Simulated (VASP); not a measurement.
# Al3InSb4 (Pmm2) in VASP: single point with PBE

Aim: the single point of Al3InSb4 with PBE.

All numbers are computed with VASP 6.6.1; they aren't measurements. Logs are shortened: lines on timing, memory, paths and dates and some standing lists are left out, and cuts for length are marked.

## Step 1: The cell of the first run

The structure is orthorhombic, space group Pmm2 (No. 25). The conventional cell has a = 4.472 Å, b = 8.941 Å, c = 6.317 Å, α = 90.00°, β = 90.00°, γ = 90.00°. Al (site symmetry mm2) has 4 Sb at 2.69 to 2.71 Å within 3.5 Å. Al (site symmetry m) has 4 Sb at 2.70 to 2.71 Å within 3.6 Å. In (site symmetry mm2) has 4 Sb at 2.83 to 2.85 Å within 3.7 Å. Sb (site symmetry mm2) has 4 Al at 2.71 Å within 3.6 Å. Sb (site symmetry m) has 3 Al at 2.69 to 2.71 Å and 1 In at 2.85 Å within 3.5 Å. Within 3.6 Å of Sb (site symmetry mm2) lie 2 Al at 2.70 Å and 2 In at 2.83 Å.

## Step 2: Single point, PBE

Input file INCAR:

```
SYSTEM = Al3InSb4
PREC = Accurate ; ENCUT = 520
EDIFF = 1E-6 ; ISMEAR = 0
SIGMA = 0.02 ; LREAL = .False.
LASPH = .True. ; NELM = 100
ALGO = Normal ; ISIF = 2
LWAVE = .False. ; LCHARG = .True.
GGA = PE ; LELF = .True.
LVHAR = .True. ; NBANDS = 31
```

Input file KPOINTS:

```
Automatic mesh
0
Gamma
  6 4 6
  0 0 0
```

Input file POSCAR:

```
Al3InSb4
1.0
    4.4720612673      0.0000000000      0.0000000000
    0.0000000000      8.9406598390      0.0000000000
    0.0000000000      0.0000000000      6.3172418494
Al In Sb
3 1 4
Direct
    0.0000000000      0.0000000000      0.9995457414
    0.5000000000      0.2433238918      0.4999698725
    0.5000000000      0.7566761082      0.4999698725
    0.0000000000      0.5000000000      0.9999549686
    0.5000000000      0.0000000000      0.2430434588
    0.0000000000      0.2387730770      0.7411898235
    0.5000000000      0.5000000000      0.2751364391
    0.0000000000      0.7612269230      0.7411898235
```

Potentials or basis: VASP PAW PBE potentials, release 64 (Al, In_d, Sb).

Command:

```bash
$ cat potpaw_PBE.64/Al/POTCAR potpaw_PBE.64/In_d/POTCAR potpaw_PBE.64/Sb/POTCAR > POTCAR
$ mpirun -np 1 vasp_std > vasp.out
```

OUTCAR:

```text
SYSTEM = Al3InSb4
   PREC = Accurate
   ENCUT = 520
   EDIFF = 1E-6
   ISMEAR = 0
   LREAL = .False.
   LASPH = .True.
   NELM = 100
   ISIF = 2
   GGA = PE

 ion  position               nearest neighbor table
   1  0.000  0.000  1.000-   6 2.69   8 2.69   5 2.71   5 2.71
   2  0.500  0.243  0.500-   7 2.70   6 2.71   6 2.71   5 2.71
   3  0.500  0.757  0.500-   7 2.70   8 2.71   8 2.71   5 2.71
   4  0.000  0.500  1.000-   7 2.83   7 2.83   8 2.85   6 2.85
   5  0.500  0.000  0.243-   1 2.71   1 2.71   3 2.71   2 2.71
   6  0.000  0.239  0.741-   1 2.69   2 2.71   2 2.71   4 2.85
   7  0.500  0.500  0.275-   2 2.70   3 2.70   4 2.83   4 2.83
   8  0.000  0.761  0.741-   1 2.69   3 2.71   3 2.71   4 2.85

  LATTYP: Found a simple orthorhombic cell.
 ALAT       =     4.4720612673
 B/A-ratio  =     1.4126018120
 C/A-ratio  =     1.9992257048

  Lattice vectors:

 A1 = (  -4.4720612673,   0.0000000000,   0.0000000000)
 A2 = (   0.0000000000,   0.0000000000,   6.3172418494)
 A3 = (   0.0000000000,   8.9406598390,   0.0000000000)

Analysis of symmetry for initial positions (statically):
=====================================================================
 Subroutine PRICEL returns:
 Original cell was already a primitive cell.

 Routine SETGRP: Setting up the symmetry group for a
 simple orthorhombic supercell.

 Subroutine GETGRP returns: Found  4 space group operations
 (whereof  4 operations were pure point group operations)
 out of a pool of  8 trial point group operations.

The static configuration has the point symmetry C_2v.

Analysis of symmetry for dynamics (positions and initial velocities):
=====================================================================
 Subroutine PRICEL returns:
 Original cell was already a primitive cell.

 Routine SETGRP: Setting up the symmetry group for a
 simple orthorhombic supercell.

 Subroutine GETGRP returns: Found  4 space group operations
 (whereof  4 operations were pure point group operations)
 out of a pool of  8 trial point group operations.

The dynamic configuration has the point symmetry C_2v.

 Subroutine INISYM returns: Found  4 space group operations
 (whereof  4 operations are pure point group operations),
 and found     1 'primitive' translations

----------------------------------------------------------------------------------------

                                     Primitive cell

  volume of cell :     252.5834

  direct lattice vectors                    reciprocal lattice vectors
     4.472061267  0.000000000  0.000000000     0.223610532  0.000000000  0.000000000
     0.000000000  8.940659839  0.000000000     0.000000000  0.111848568  0.000000000
     0.000000000  0.000000000  6.317241849     0.000000000  0.000000000  0.158296931

  length of vectors
     4.472061267  8.940659839  6.317241849     0.223610532  0.111848568  0.158296931

  position of ions in fractional coordinates (direct lattice)
     0.000000000  0.000000000  0.999545741
     0.500000000  0.243323892  0.499969873
     0.500000000  0.756676108  0.499969873
     0.000000000  0.500000000  0.999954969
     0.500000000  0.000000000  0.243043459
     0.000000000  0.238773077  0.741189824
     0.500000000  0.500000000  0.275136439
     0.000000000  0.761226923  0.741189824

  ion indices of the primitive-cell ions
   primitive index   ion index
                 1           1
                 2           2
                 3           3
                 4           4
                 5           5
                 6           6
                 7           7
                 8           8

----------------------------------------------------------------------------------------

 KPOINTS: Automatic mesh

Automatic generation of k-mesh.
 Grid dimensions read from file:
 generate k-points for:    6    4    6

 Generating k-lattice:

  Cartesian coordinates                     Fractional coordinates (reciprocal lattice)
     0.037268422  0.000000000  0.000000000     0.166666667  0.000000000  0.000000000
     0.000000000  0.027962142  0.000000000     0.000000000  0.250000000  0.000000000
     0.000000000  0.000000000  0.026382822     0.000000000  0.000000000  0.166666667

  Length of vectors
     0.037268422  0.027962142  0.026382822

  Shift w.r.t. Gamma in fractional coordinates (k-lattice)
     0.000000000  0.000000000  0.000000000

 Subroutine IBZKPT returns following result:
 ===========================================

 Found     48 irreducible k-points:

 Following reciprocal coordinates:
            Coordinates               Weight
  0.000000  0.000000  0.000000      1.000000
  0.166667  0.000000  0.000000      2.000000
  0.333333  0.000000  0.000000      2.000000
  0.500000  0.000000  0.000000      1.000000
  0.000000  0.250000  0.000000      2.000000
  0.166667  0.250000  0.000000      4.000000
[... 16 lines left out ...]
  0.333333  0.500000  0.166667      4.000000
  0.500000  0.500000  0.166667      2.000000
 [... further k-points ...]
   k-points           NKPTS =     48   k-points in BZ     NKDIM =     48   number of bands    NBANDS=     31
   number of dos      NEDOS =    301   number of ions     NIONS =      8
   total plane-waves  NPLWV = 120960
   dimension x,y,z NGX =    36 NGY =   70 NGZ =   48
   dimension x,y,z NGXF=    72 NGYF=  140 NGZF=   96
   ions per type =               3   1   4
   NGX,Y,Z   is equivalent  to a cutoff of  13.38, 13.02, 12.63 a.u.
   NGXF,Y,Z  is equivalent  to a cutoff of  26.77, 26.03, 25.26 a.u.
 SYSTEM =  Al3InSb4
   PREC   = accura    normal or accurate (medium, high low for compatibility)
   ISTART =      0    job   : 0-new  1-cont  2-samecut
   ICHARG =      2    charge: 1-file 2-atom 10-const
   ISPIN  =      1    spin polarized calculation?
   LNONCOLLINEAR =      F non collinear calculations
   LSORBIT =      F    spin-orbit coupling
   LASPH  =      T    aspherical Exc in radial PAW
   ENCUT  =  520.0 eV  38.22 Ry    6.18 a.u.   8.32 16.62 11.75*2*pi/ulx,y,z
   NELM   =    100;   NELMIN=  2; NELMDL= -5     # of ELM steps
   EDIFF  = 0.1E-05   stopping-criterion for ELM
   LREAL  =      F    real-space projection
   EDIFFG = 0.1E-04   stopping-criterion for IOM
   NSW    =      0    number of steps for IOM
   IBRION =     -1    ionic relax: 0-MD 1-quasi-New 2-CG
   NFREE  =      0    steps in history (QN), initial steepest desc. (CG)
   ISIF   =      2    stress and relaxation
   ISYM   =      2    0-nonsym 1-usesym 2-fastsym
   POTIM  = 0.5000    time-step for ionic-motion
   TEBEG  =    0.0;   TEEND  =   0.0 temperature during run
   PSTRESS=    0.0 pullay stress
   NELECT =      42.0000    total number of electrons
   NUPDOWN=      -1.0000    fix difference up-down
   EMIN   =  10.00;   EMAX   =-10.00  energy-range for DOS
   EFERMI =   0.00;   METHOD = LEGACY
   ISMEAR =     0;   SIGMA  =   0.02  broadening in eV -4-tet -1-fermi 0-gaus
   EFERMI_NEDOS =   21; number of points for ismear=-14 and -15
   IALGO  =     38    algorithm
   IMIX   =      4    mixing-type and parameters
     AMIX     =   0.40;   BMIX     =  1.00
     AMIX_MAG =   1.60;   BMIX_MAG =  1.00
  volume/ion in A,a.u.               =      31.57       213.06
  Fermi-wavevector in a.u.,A,eV,Ry     =   0.900236  1.701199 11.026497  0.810425
  Thomas-Fermi vector in A             =   2.023169
   LORBIT       =      0    0 simple, 1 ext, 2 COOP (PROOUT), +10 PAW based schemes
   GGA     = PE    functional components
   LHFCALC =     F    Hartree Fock is set to
   AEXX    =    0.0000 exact exchange contribution
   IVDW    =     0    specifies the selected vdW correction
   LEPSILON=     F    determine dielectric tensor
   LRPA    =     F    only Hartree local field effects (RPA)
 non-spin polarized calculation
 Gauss-broadening in eV      SIGMA  =   0.02
  energy-cutoff  :      520.00
  volume of cell :      252.58
 maximum number of plane-waves:      6847
 NGX is ok and might be reduce to    36
   NGX = 17   NGY = 33   NGZ = 23

 number of electron      42.0000004 magnetization

 Free energy of the ion-electron system (eV)
  ---------------------------------------------------
  ext. energy  EPLUGINS =         0.00000000
  ---------------------------------------------------
  free energy    TOTEN  =       -31.53723078 eV

  energy without entropy =      -31.53723078  energy(sigma->0) =      -31.53723078

 E-fermi :   4.6023     XC(G=0):  -8.4837

 val. band max:        4.4963842324   @ k =   0.0000   0.0000   0.0000
 cond. band min:       5.2315085464   @ k =   0.0000   0.0000   0.0000
 fundamental gap:      0.7351243140
 Fermi energy:         4.6023197905

 k-point     1 :       0.0000    0.0000    0.0000
  band No.  band energies     occupation
      1      -9.8907      2.00000
      2      -9.8658      2.00000
      3      -9.8493      2.00000
      4      -9.7978      2.00000
      5      -9.7977      2.00000
      6      -6.0096      2.00000
[... 23 lines left out ...]
     30       8.9290      0.00000
     31       9.1217      0.00000

 k-point     2 :       0.1667    0.0000    0.0000
  band No.  band energies     occupation
      1      -9.8877      2.00000
      2      -9.8651      2.00000
      3      -9.8537      2.00000
      4      -9.8002      2.00000
      5      -9.7960      2.00000
      6      -5.8506      2.00000
[... 23 lines left out ...]
     30       7.8084      0.00000
     31       8.2570      0.00000

 k-point     3 :       0.3333    0.0000    0.0000
  band No.  band energies     occupation
      1      -9.8905      2.00000
      2      -9.8638      2.00000
      3      -9.8542      2.00000
      4      -9.8050      2.00000
      5      -9.7920      2.00000
      6      -5.4071      2.00000
[... 703 lines left out ...]
     30       9.1629      0.00000
     31       9.2739      0.00000

 k-point    24 :       0.5000    0.5000    0.1667
  band No.  band energies     occupation
      1      -9.8960      2.00000
      2      -9.8634      2.00000
      3      -9.8510      2.00000
      4      -9.8074      2.00000
      5      -9.7893      2.00000
      6      -4.5844      2.00000
[... 23 lines left out ...]
     30       9.3499      0.00000
     31       9.3615      0.00000

 [... further k-points ...]

------------------------ aborting loop because EDIFF is reached ----------------------------------------

  FORCE on cell =-STRESS in cart. coord.  units (eV):
  Direction    XX          YY          ZZ          XY          YZ          ZX
  --------------------------------------------------------------------------------------
  -------------------------------------------------------------------------------------
  Total        0.1843600      0.1835347      0.1885450      0.0000000      0.0000000      0.0000000
  in kB        1.1694251      1.1641905      1.1959713      0.0000000      0.0000000      0.0000000
  external PRESSURE =       1.1765290 kB  Pullay stress =       0.0000000 kB

 VOLUME and BASIS-vectors are now :
 -----------------------------------------------------------------------------
  energy-cutoff  :      520.00
  volume of cell :      252.58
      direct lattice vectors                 reciprocal lattice vectors
     4.472061267  0.000000000  0.000000000     0.223610532  0.000000000  0.000000000
     0.000000000  8.940659839  0.000000000     0.000000000  0.111848568  0.000000000
     0.000000000  0.000000000  6.317241849     0.000000000  0.000000000  0.158296931

 POSITION                                       TOTAL-FORCE (eV/Angst)
 -----------------------------------------------------------------------------------
      0.00000      0.00000      6.31437        -0.000000      0.000000      0.003480
      2.23603      2.17548      3.15843        -0.000000      0.000471      0.000900
      2.23603      6.76518      3.15843         0.000000     -0.000471      0.000900
      0.00000      4.47033      6.31696        -0.000000      0.000000     -0.000147
      2.23603      0.00000      1.53536        -0.000000      0.000000     -0.002743
      0.00000      2.13479      4.68228        -0.000000      0.013139      0.006803
      2.23603      4.47033      1.73810        -0.000000      0.000000     -0.015997
      0.00000      6.80587      4.68228        -0.000000     -0.013139      0.006803
 -----------------------------------------------------------------------------------
    total drift:                                0.000000      0.000000     -0.000123

  FREE ENERGIE OF THE ION-ELECTRON SYSTEM (eV)
  ---------------------------------------------------
  free  energy   TOTEN  =       -31.5372307758 eV

  energy  without entropy=      -31.5372307758  energy(sigma->0) =      -31.53723078
```

Wall time 3.9 min (1 thread of Intel Xeon Platinum 8488C (Sapphire Rapids), shared host); peak memory 0.56 GiB.

What came out:

```
Free energy            : -31.5372 eV
Pressure               : 0.1 GPa
Largest force          : 0.016 eV/Å
Band gap on the k mesh : 0.74 eV, direct
```

Forces in eV/Å, atoms in the order of the input:
```
Al   0.000  0.000  0.003
Al   0.000  0.000  0.001
Al   0.000  0.000  0.001
In   0.000  0.000  0.000
Sb   0.000  0.000 -0.003
Sb   0.000  0.013  0.007
Sb   0.000  0.000 -0.016
Sb   0.000 -0.013  0.007
```

Caveat: spin-orbit coupling is left out, which moves the levels of the heavy elements. Expect the measured gap to be larger: semilocal functionals such as PBE lack the derivative discontinuity.
